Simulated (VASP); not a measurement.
# AlN: single point with PBE

Crystal: AlN.

```
CELL_PARAMETERS angstrom
0.00000 2.18399 2.18399
2.18399 0.00000 2.18399
2.18399 2.18399 0.00000
ATOMIC_POSITIONS crystal
Al 0.99009 0.99009 0.99009
N 0.75000 0.75000 0.75000
```

This cell differs from its parent crystal: all Al atoms moved +0.075 Å, as atom 1 towards its neighbour atom 2 (N) at 1.891 Å.

```json
{
 "Program": "VASP 6.6.1",
 "Task": "single point",
 "Functional": "PBE",
 "Potentials or basis": "VASP PAW PBE potentials, release 64 (Al, N)",
 "Cutoff": "520 eV",
 "k mesh": "10 × 10 × 10",
 "Occupations": "gaussian, width 0.05 eV",
 "Spin": "no spin polarisation"
}
```

```json
{
  "Pressure": "5.4 GPa",
  "Largest force": "1.320 eV/Å",
  "Band gap on the k mesh": "3.21 eV, indirect (least direct gap 4.07 eV)"
}
```

Forces on the atoms (eV/Å):
```
Al   0.762  0.762  0.762
N   -0.762 -0.762 -0.762
```

Stress tensor (GPa, compression positive):
```
5.39 3.72 3.72
3.72 5.39 3.72
3.72 3.72 5.39
```

Levels at points of the mesh, in eV from the valence-band top:
```
           k point  band 1  band 2  band 3  band 4  band 5  band 6  band 7  band 8
(0.00, 0.00, 0.00)  -15.09   -0.34    0.00    0.00    4.07   12.43   12.43   12.49
(0.50, 0.00, 0.00)  -13.05   -5.93   -0.76   -0.49    7.27    9.76   10.91   11.15
(0.50, 0.50, 0.50)  -13.03   -6.06   -0.48   -0.48    7.19    9.66   11.09   11.09
(0.50, 0.50, 0.00)  -12.41   -5.01   -1.96   -1.80    3.21    8.48   13.81   15.62
```

Run time: 13 s on 1 thread of Intel(R) Xeon(R) Platinum 8488C (Sapphire Rapids), with other jobs on the host, peak memory 0.14 GiB.

Caveat: the cell differs from its parent crystal (all Al atoms moved +0.075 Å, as atom 1 towards its neighbour atom 2 (N) at 1.891 Å); forces of over 1 eV/Å act on the atoms, so gaps and moduli don't describe the material at rest. A k mesh can miss the band edges.
